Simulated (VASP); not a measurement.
# HfC in VASP: notebook

Runs on HfC. Level: PBEsol. Tasks: single point.

Program: VASP 6.6.1. These are calculated values, not measurements. Logs are shortened: lines on timing, memory, paths and dates and some standing lists are left out, and cuts for length are marked.

## (1) The cell of the first run

Symmetry: I4/mmm, No. 139, tetragonal system. Conventional cell: a = 3.189 Å, b = 3.189 Å, c = 4.650 Å, α = 90.00°, β = 90.00°, γ = 90.00°. Within 3.0 Å of Hf (site symmetry 4/mmm) lie 6 C at 2.26 to 2.33 Å. Within 3.0 Å of C (site symmetry 4/mmm) lie 6 Hf at 2.26 to 2.33 Å.

## (2) Single point, PBEsol (equal xx and yy strain of -3 %)

The input, INCAR:

```
PREC     = Accurate       # precision mode
ENCUT    = 520            # plane-wave cutoff, eV
EDIFF    = 1E-6           # SCF threshold, eV
ISMEAR   = -1             # smearing method
SIGMA    = 0.05           # smearing width, eV
LREAL    = False          # projectors in reciprocal space
LASPH    = True           # aspherical terms in the spheres
NELM     = 100            # most SCF steps
ALGO     = Normal         # electronic algorithm
ISIF     = 2              # what is computed and relaxed
LWAVE    = False          # write WAVECAR
LCHARG   = False          # write CHGCAR
GGA      = PS             # functional
NBANDS   = 14             # bands
```

The input, KPOINTS:

```
Automatic mesh
0
Gamma
  15 15 15
```

The input, POSCAR:

```
HfC
1.0
    0.0000000000      2.2552500000      2.3250000000
    2.2552500000      0.0000000000      2.3250000000
    2.2552500000      2.2552500000      0.0000000000
Hf C
1 1
Direct
    0.5000000000      0.5000000000      0.5000000000
    0.0000000000      0.0000000000      0.0000000000
```

Potentials or basis: VASP PAW PBE potentials, release 64 (Hf_pv, C).

On the command line:

```console
cat potpaw_PBE.64/Hf_pv/POTCAR potpaw_PBE.64/C/POTCAR > POTCAR
mpirun -np 1 vasp_std > vasp.out
```

OUTCAR:

```text
PREC = Accurate
   ENCUT = 520
   EDIFF = 1E-6
   ISMEAR = -1
   LREAL = False
   LASPH = True
   NELM = 100
   ISIF = 2
   GGA = PS

 ion  position               nearest neighbor table
   1  0.500  0.500  0.500-   2 2.26   2 2.26   2 2.26   2 2.26   2 2.33   2 2.33
   2  0.000  0.000  0.000-   1 2.26   1 2.26   1 2.26   1 2.26   1 2.33   1 2.33

  LATTYP: Found a body centered tetragonal cell.
 ALAT       =     3.1894051365
 C/A-ratio  =     1.4579521262

  Lattice vectors:

 A1 = (  -2.2552500000,   0.0000000000,   2.3250000000)
 A2 = (   2.2552500000,   0.0000000000,   2.3250000000)
 A3 = (   0.0000000000,   2.2552500000,  -2.3250000000)

Analysis of symmetry for initial positions (statically):
=====================================================================
 Subroutine PRICEL returns:
 Original cell was already a primitive cell.

 Routine SETGRP: Setting up the symmetry group for a
 body centered tetragonal supercell.

 Subroutine GETGRP returns: Found 16 space group operations
 (whereof 16 operations were pure point group operations)
 out of a pool of 16 trial point group operations.

The static configuration has the point symmetry D_4h.

Analysis of symmetry for dynamics (positions and initial velocities):
=====================================================================
 Subroutine PRICEL returns:
 Original cell was already a primitive cell.

 Routine SETGRP: Setting up the symmetry group for a
 body centered tetragonal supercell.

 Subroutine GETGRP returns: Found 16 space group operations
 (whereof 16 operations were pure point group operations)
 out of a pool of 16 trial point group operations.

The dynamic configuration has the point symmetry D_4h.

 Subroutine INISYM returns: Found 16 space group operations
 (whereof 16 operations are pure point group operations),
 and found     1 'primitive' translations

----------------------------------------------------------------------------------------

                                     Primitive cell

  volume of cell :      23.6506

  direct lattice vectors                    reciprocal lattice vectors
     0.000000000  2.255250000  2.325000000    -0.221704911  0.221704911  0.215053763
     2.255250000  0.000000000  2.325000000     0.221704911 -0.221704911  0.215053763
     2.255250000  2.255250000  0.000000000     0.221704911  0.221704911 -0.215053763

  length of vectors
     3.239101351  3.239101351  3.189405137     0.380202914  0.380202914  0.380202914

  position of ions in fractional coordinates (direct lattice)
     0.500000000  0.500000000  0.500000000
     0.000000000  0.000000000  0.000000000

  ion indices of the primitive-cell ions
   primitive index   ion index
                 1           1
                 2           2

----------------------------------------------------------------------------------------

 KPOINTS: Automatic mesh

Automatic generation of k-mesh.
 Grid dimensions read from file:
 generate k-points for:   15   15   15

 Generating k-lattice:

  Cartesian coordinates                     Fractional coordinates (reciprocal lattice)
    -0.014780327  0.014780327  0.014336918     0.066666667 -0.000000000  0.000000000
     0.014780327 -0.014780327  0.014336918    -0.000000000  0.066666667  0.000000000
     0.014780327  0.014780327 -0.014336918     0.000000000  0.000000000  0.066666667

  Length of vectors
     0.025346861  0.025346861  0.025346861

  Shift w.r.t. Gamma in fractional coordinates (k-lattice)
     0.000000000  0.000000000  0.000000000

 Subroutine IBZKPT returns following result:
 ===========================================

 Found    288 irreducible k-points:

 Following reciprocal coordinates:
            Coordinates               Weight
  0.000000  0.000000  0.000000      1.000000
  0.066667 -0.000000  0.000000      8.000000
  0.133333 -0.000000  0.000000      8.000000
  0.200000  0.000000  0.000000      8.000000
  0.266667 -0.000000  0.000000      8.000000
  0.333333 -0.000000  0.000000      8.000000
[... 16 lines left out ...]
  0.133333  0.133333  0.000000      2.000000
  0.200000  0.133333  0.000000      8.000000
 [... further k-points ...]
   k-points           NKPTS =    288   k-points in BZ     NKDIM =    288   number of bands    NBANDS=     14
   number of dos      NEDOS =    301   number of ions     NIONS =      2
   total plane-waves  NPLWV =  13824
   dimension x,y,z NGX =    24 NGY =   24 NGZ =   24
   dimension x,y,z NGXF=    48 NGYF=   48 NGZF=   48
   ions per type =               1   1
   NGX,Y,Z   is equivalent  to a cutoff of  12.32, 12.32, 12.51 a.u.
   NGXF,Y,Z  is equivalent  to a cutoff of  24.64, 24.64, 25.02 a.u.
 SYSTEM =  unknown system
   PREC   = accura    normal or accurate (medium, high low for compatibility)
   ISTART =      0    job   : 0-new  1-cont  2-samecut
   ICHARG =      2    charge: 1-file 2-atom 10-const
   ISPIN  =      1    spin polarized calculation?
   LNONCOLLINEAR =      F non collinear calculations
   LSORBIT =      F    spin-orbit coupling
   LASPH  =      T    aspherical Exc in radial PAW
   ENCUT  =  520.0 eV  38.22 Ry    6.18 a.u.   6.02  6.02  5.93*2*pi/ulx,y,z
   NELM   =    100;   NELMIN=  2; NELMDL= -5     # of ELM steps
   EDIFF  = 0.1E-05   stopping-criterion for ELM
   LREAL  =      F    real-space projection
   EDIFFG = 0.1E-04   stopping-criterion for IOM
   NSW    =      0    number of steps for IOM
   IBRION =     -1    ionic relax: 0-MD 1-quasi-New 2-CG
   NFREE  =      0    steps in history (QN), initial steepest desc. (CG)
   ISIF   =      2    stress and relaxation
   ISYM   =      2    0-nonsym 1-usesym 2-fastsym
   POTIM  = 0.5000    time-step for ionic-motion
   TEBEG  =    0.0;   TEEND  =   0.0 temperature during run
   PSTRESS=    0.0 pullay stress
   NELECT =      14.0000    total number of electrons
   NUPDOWN=      -1.0000    fix difference up-down
   EMIN   =  10.00;   EMAX   =-10.00  energy-range for DOS
   EFERMI =   0.00;   METHOD = LEGACY
   ISMEAR =    -1;   SIGMA  =   0.05  broadening in eV -4-tet -1-fermi 0-gaus
   EFERMI_NEDOS =   21; number of points for ismear=-14 and -15
   IALGO  =     38    algorithm
   IMIX   =      4    mixing-type and parameters
     AMIX     =   0.40;   BMIX     =  1.00
     AMIX_MAG =   1.60;   BMIX_MAG =  1.00
  volume/ion in A,a.u.               =      11.83        79.80
  Fermi-wavevector in a.u.,A,eV,Ry     =   1.374580  2.597580 25.707808  1.889471
  Thomas-Fermi vector in A             =   2.499994
   LORBIT       =      0    0 simple, 1 ext, 2 COOP (PROOUT), +10 PAW based schemes
   GGA     = PS    functional components
   LHFCALC =     F    Hartree Fock is set to
   AEXX    =    0.0000 exact exchange contribution
   IVDW    =     0    specifies the selected vdW correction
   LEPSILON=     F    determine dielectric tensor
   LRPA    =     F    only Hartree local field effects (RPA)
 non-spin polarized calculation
  energy-cutoff  :      520.00
  volume of cell :       23.65
 maximum number of plane-waves:       650
   NGX = 13   NGY = 13   NGZ = 11

 number of electron      14.0000001 magnetization

 Free energy of the ion-electron system (eV)
  ---------------------------------------------------
  ext. energy  EPLUGINS =         0.00000000
  ---------------------------------------------------
  free energy    TOTEN  =       -22.15382314 eV

  energy without entropy =      -22.15152006  energy(sigma->0) =      -22.15267160

 E-fermi :   6.2587     XC(G=0): -12.7214

 val. band max:        6.2149549855   @ k =  -0.0667   0.0000   0.0667
 cond. band min:       6.2731498594   @ k =   0.4667   0.0000   0.4667
 fundamental gap:      0.0581948739
 Fermi energy:         6.2586949524

 k-point     1 :       0.0000    0.0000    0.0000
  band No.  band energies     occupation
      1     -22.9413      2.00000
      2     -22.9080      2.00000
      3     -22.9080      2.00000
      4      -6.3167      2.00000
      5       7.2217      0.00000
      6       7.4054      0.00000
      7       7.4054      0.00000
      8       7.4109      0.00000
      9       7.7626      0.00000
     10       7.7626      0.00000
     11       9.5397      0.00000
     12      10.0519      0.00000
     13      13.9507      0.00000
     14      17.4158      0.00000

 k-point     2 :       0.0667   -0.0000    0.0000
  band No.  band energies     occupation
      1     -22.9661      2.00000
      2     -22.9283      2.00000
      3     -22.9108      2.00000
      4      -6.1917      2.00000
      5       6.4378      0.05408
      6       6.6375      0.00102
      7       6.8105      0.00003
      8       7.8239      0.00000
      9       7.9986      0.00000
     10       8.2691      0.00000
     11      10.1426      0.00000
     12      10.6597      0.00000
     13      14.2010      0.00000
     14      17.7604      0.00000

 k-point     3 :       0.1333   -0.0000    0.0000
  band No.  band energies     occupation
      1     -23.0731      2.00000
      2     -22.9470      2.00000
      3     -22.9187      2.00000
      4      -5.8297      2.00000
      5       5.2636      2.00000
      6       5.7284      1.99995
      7       5.8888      1.99878
      8       8.2426      0.00000
      9       8.3784      0.00000
     10       8.7260      0.00000
     11      11.3811      0.00000
     12      11.9353      0.00000
     13      14.8444      0.00000
     14      18.7108      0.00000
[... 324 lines left out ...]
 k-point    23 :       0.1333    0.1333    0.0000
  band No.  band energies     occupation
      1     -23.0793      2.00000
      2     -22.9526      2.00000
      3     -22.9526      2.00000
      4      -5.7485      2.00000
      5       4.4009      2.00000
      6       6.3775      0.17000
      7       6.3775      0.17000
      8       6.6738      0.00050
      9       9.6406      0.00000
     10       9.6406      0.00000
     11      10.3157      0.00000
     12      12.4734      0.00000
     13      15.0722      0.00000
     14      19.0054      0.00000

 k-point    24 :       0.2000    0.1333    0.0000
  band No.  band energies     occupation
      1     -23.1739      2.00000
      2     -22.9745      2.00000
      3     -22.9737      2.00000
      4      -5.3920      2.00000
      5       3.6451      2.00000
      6       5.5917      2.00000
      7       5.9911      1.99057
      8       6.9764      0.00000
      9       9.9119      0.00000
     10      10.1568      0.00000
     11      11.1794      0.00000
     12      13.3115      0.00000
     13      15.8585      0.00000
     14      19.9641      0.00000

 [... further k-points ...]

------------------------ aborting loop because EDIFF is reached ----------------------------------------

  FORCE on cell =-STRESS in cart. coord.  units (eV):
  Direction    XX          YY          ZZ          XY          YZ          ZX
  --------------------------------------------------------------------------------------
  -------------------------------------------------------------------------------------
  Total        2.0703239      2.0703239     -0.1186075      0.0000000      0.0000000      0.0000000
  in kB      140.2511862    140.2511862     -8.0348990      0.0000000      0.0000000      0.0000000
  external PRESSURE =      90.8224911 kB  Pullay stress =       0.0000000 kB

 VOLUME and BASIS-vectors are now :
 -----------------------------------------------------------------------------
  energy-cutoff  :      520.00
  volume of cell :       23.65
      direct lattice vectors                 reciprocal lattice vectors
     0.000000000  2.255250000  2.325000000    -0.221704911  0.221704911  0.215053763
     2.255250000  0.000000000  2.325000000     0.221704911 -0.221704911  0.215053763
     2.255250000  2.255250000  0.000000000     0.221704911  0.221704911 -0.215053763

 POSITION                                       TOTAL-FORCE (eV/Angst)
 -----------------------------------------------------------------------------------
      2.25525      2.25525      2.32500         0.000000     -0.000000      0.000000
      0.00000      0.00000      0.00000        -0.000000      0.000000      0.000000
 -----------------------------------------------------------------------------------
    total drift:                                0.000000     -0.000000      0.000000

  FREE ENERGIE OF THE ION-ELECTRON SYSTEM (eV)
  ---------------------------------------------------
  free  energy   TOTEN  =       -22.1538231444 eV

  energy  without entropy=      -22.1515200636  energy(sigma->0) =      -22.15267160
```

Wall time 41 s (1 thread of Intel Xeon Platinum 8259CL at 2.50GHz (Skylake/Cascade Lake), shared host); peak memory 0.22 GiB.

Results:

```yaml
Free_energy: -22.1538 eV
Pressure: 9.1 GPa
Band_gap_on_the_k_mesh: zero (bands 7 and 8 overlap by 1.58 eV)
```

Levels at points of the mesh, in eV from the Fermi level:
| k point | band 5 | band 6 | band 7 | band 8 | band 9 | band 10 |
| --- | --- | --- | --- | --- | --- | --- |
| (0.00, 0.00, 0.00) | 0.96 | 1.15 | 1.15 | 1.15 | 1.50 | 1.50 |

Caveat: the cell differs from its parent crystal (equal xx and yy strain of -3 %); the cell stands under pressure; the PAW data sets were made with another functional, which shifts forces and pressure a little; spin-orbit coupling is left out, which moves the levels of the heavy elements.

## (3) Single point, PBEsol (equal xx and yy strain of -1 %)

The input, INCAR:

```
  PREC = Accurate
  ENCUT = 520
  EDIFF = 1E-7
  ISMEAR = -1
  SIGMA = 0.05
  LREAL = F
  LASPH = T
  NELM = 60
  ALGO = Normal
  ISIF = 2
  LWAVE = F
  LCHARG = F
  GGA = PS
  NBANDS = 14
```

The input, KPOINTS:

```
regular mesh
0
Gamma
  15 15 15
```

The input, POSCAR:

```
HfC
1.0
    0.0000000000      2.3017500000      2.3250000000
    2.3017500000      0.0000000000      2.3250000000
    2.3017500000      2.3017500000      0.0000000000
Hf C
1 1
Direct
    0.5000000000      0.5000000000      0.5000000000
    0.0000000000      0.0000000000      0.0000000000
```

Potentials or basis: VASP PAW PBE potentials, release 64 (Hf_pv, C).

On the command line:

```console
cat potpaw_PBE.64/Hf_pv/POTCAR potpaw_PBE.64/C/POTCAR > POTCAR
mpirun -np 1 vasp_std > vasp.out
```

Wall time 45 s (1 thread of Intel Xeon Platinum 8259CL at 2.50GHz (Skylake/Cascade Lake), shared host); peak memory 0.22 GiB.

Results (log left out):

```yaml
Free_energy: -22.1926 eV
Pressure: -2.2 GPa
Band_gap_on_the_k_mesh: zero (bands 7 and 8 overlap by 1.49 eV)
```

Stress tensor (GPa, compression positive):
```
-0.84  0.00  0.00
 0.00 -0.84  0.00
 0.00  0.00 -4.97
```

Levels at points of the mesh, in eV from the Fermi level:
```
           k point  band 4  band 5  band 6  band 7  band 8  band 9  band 10  band 11
(0.00, 0.00, 0.00)  -12.36    1.04    1.09    1.09    1.31    1.42     1.42     3.38
```

Caveat: the cell differs from its parent crystal (equal xx and yy strain of -1 %); the PAW data sets were made with another functional, which shifts forces and pressure a little; spin-orbit coupling is left out, which moves the levels of the heavy elements.

## (4) Single point, PBEsol (equal xx and yy strain of +2 %)

The input, INCAR:

```
SYSTEM = HfC
PREC = Accurate
ENCUT = 520
EDIFF = 1E-7
ISMEAR = -1
SIGMA = 0.05
LREAL = .FALSE.
LASPH = .TRUE.
NELM = 80
ALGO = Normal
ISIF = 2
LWAVE = .FALSE.
LCHARG = .TRUE.
GGA = PS
LELF = .TRUE.
LVHAR = .TRUE.
NBANDS = 14
```

The input, KPOINTS:

```
regular mesh
0
G
  15 15 15
  0 0 0
```

The input, POSCAR:

```
HfC
1.0
    0.0000000000      2.3715000000      2.3250000000
    2.3715000000      0.0000000000      2.3250000000
    2.3715000000      2.3715000000      0.0000000000
Hf C
1 1
Direct
    0.5000000000      0.5000000000      0.5000000000
    0.0000000000      0.0000000000      0.0000000000
```

On the command line:

```console
cat potpaw_PBE.64/Hf_pv/POTCAR potpaw_PBE.64/C/POTCAR > POTCAR
mpirun -np 1 vasp_std > vasp.out
```

It took 1.7 min on 1 thread of Intel Xeon Platinum 8259CL at 2.50GHz (Skylake/Cascade Lake), shared host; peak memory 0.25 GiB.

It converged, with:

```
Free energy            : -22.1024 eV
Pressure               : -15.1 GPa
Band gap on the k mesh : zero (bands 7 and 8 overlap by 1.60 eV)
```

Stress tensor (GPa, compression positive):
```
-17.23   0.00   0.00
  0.00 -17.23   0.00
  0.00   0.00 -10.73
```

Levels at points of the mesh, in eV from the Fermi level:
```
           k point  band 3  band 4  band 5  band 6  band 7  band 8  band 9  band 10  band 11  band 12
(0.00, 0.00, 0.00)  -29.65  -12.06    1.00    1.00    1.09    1.29    1.29     1.49     3.14     3.35
```

Caveat: the cell differs from its parent crystal (equal xx and yy strain of +2 %); the cell stands under tension; the PAW data sets were made with another functional, which shifts forces and pressure a little; spin-orbit coupling is left out, which moves the levels of the heavy elements.

## (5) Single point, PBEsol (11.81 Å³/atom)

The input, INCAR:

```
PREC = Accurate ; ENCUT = 600
EDIFF = 1E-6 ; ISMEAR = -1
SIGMA = 0.05 ; LREAL = F
LASPH = T ; NELM = 120
ALGO = Normal ; ISIF = 2
LWAVE = F ; LCHARG = T
GGA = PS ; LELF = T
LVHAR = T ; NBANDS = 14
GGA_COMPAT = F
```

The input, KPOINTS:

```
regular mesh
0
Gamma
  15 15 15
```

The input, POSCAR:

```
HfC
1.0
    0.0000000000      2.2775377028      2.2775377028
    2.2775377028      0.0000000000      2.2775377028
    2.2775377028      2.2775377028      0.0000000000
Hf C
1 1
Direct
    0.5000000000      0.5000000000      0.5000000000
    0.0000000000      0.0000000000      0.0000000000
```

On the command line:

```console
cat potpaw_PBE.64/Hf_pv/POTCAR potpaw_PBE.64/C/POTCAR > POTCAR
mpirun -np 1 vasp_std > vasp.out
```

It took 76 s on 1 thread of Intel Xeon 8259CL, shared host; peak memory 0.2 GiB.

Results (log left out):

* Free energy: -22.1759 eV
* Pressure: 8.8 GPa
* Band gap on the k mesh: zero (bands 7 and 8 overlap by 1.48 eV)

Levels at points of the mesh, in eV from the Fermi level:
```
           k point  band 3  band 4  band 5  band 6  band 7  band 8  band 9  band 10  band 11  band 12
(0.00, 0.00, 0.00)  -29.17  -12.57    1.09    1.09    1.09    1.39    1.39     1.39     3.59     3.59
```

Caveat: the cell stands under pressure; the PAW data sets were made with another functional, which shifts forces and pressure a little; spin-orbit coupling is left out, which moves the levels of the heavy elements.

## (6) The runs side by side

| cell | cutoff (eV) | gap on the mesh (eV) | pressure (GPa) |
| --- | --- | --- | --- |
| a = 3.239, b = 3.239, c = 3.189 Å, angles 60.5, 60.5, 59.0°, 2 atoms | 520 | none | 9.1 |
| a = 3.272, b = 3.272, c = 3.255 Å, angles 60.2, 60.2, 59.7°, 2 atoms | 520 | none | -2.2 |
| a = 3.321, b = 3.321, c = 3.354 Å, angles 59.7, 59.7, 60.7°, 2 atoms | 520 | none | -15.1 |
| a = 3.221 Å, angles 60.0°, 2 atoms | 600 | none | 8.8 |

Alike in all rows: task single point; level PBEsol; potentials or basis VASP PAW PBE potentials, release 64 (Hf_pv, C); no spin polarisation; k mesh 15 × 15 × 15; smearing fermi-dirac 0.05 eV.

Caveats: the PAW data sets were made with another functional, which shifts forces and pressure a little; spin-orbit coupling is left out, which moves the levels of the heavy elements; the cell stands under pressure (at least some runs); the cell stands under tension (at least some runs).

Absolute energies hang on the potentials; compare differences alone.
